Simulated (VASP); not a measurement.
Wanted: the native input for a VASP 6.6.1 run.

- Task: single point
- Functional: PBE
- Potentials or basis: VASP PAW PBE potentials, release 64 (Ni)
- Cutoff: 520 eV
- k mesh: 16 × 16 × 12
- Occupations: fermi-dirac, width 0.1 eV
- Spin: collinear spin, ferromagnetic start
- Starting moments: [1.0, 1.0] μB
- Dipole correction: no
- Further INCAR settings: ALGO = Normal; EDIFF = 1e-06; NBANDS = 21

The structure of Ni lies in POSCAR:

```
Ni
1.0
    1.7602622642      1.7602622642      0.0000000000
   -1.7602622642      1.7602622642      0.0000000000
    0.0000000000      0.0000000000      3.5205245284
Ni
2
Direct
    0.0000000000      0.0000000000      0.0000000000
    0.5000000000      0.5000000000      0.5000000000
```

The input as run:

INCAR

```
PREC = Accurate
ENCUT = 520
EDIFF = 1E-6
ISMEAR = -1
SIGMA = 0.1
LREAL = False
LASPH = True
NELM = 150
ALGO = Normal
ISIF = 2
LWAVE = False
LCHARG = True
ISPIN = 2
MAGMOM = 1 1
LORBIT = 11
LMAXMIX = 4
GGA = PE
LELF = True
LVHAR = True
NBANDS = 21
```

KPOINTS

```
Automatic mesh
0
Gamma
  16 16 12
```

Potentials or basis: VASP PAW PBE potentials, release 64 (Ni).

Launch:

```bash
$ cat potpaw_PBE.64/Ni/POTCAR > POTCAR
$ mpirun -np 1 vasp_std > vasp.out
```

Results of the run:

```json
{
 "Pressure": "-0.1 GPa",
 "Net moment": "1.22 μB per cell",
 "Site moments": "Ni +0.62 μB",
 "Valence electrons inside the program's atomic spheres": "Ni 9.30"
}
```

It took 4.7 min on 1 thread of Oxide Virtual Turin-like Processor, on a shared host, peak memory 0.26 GiB.
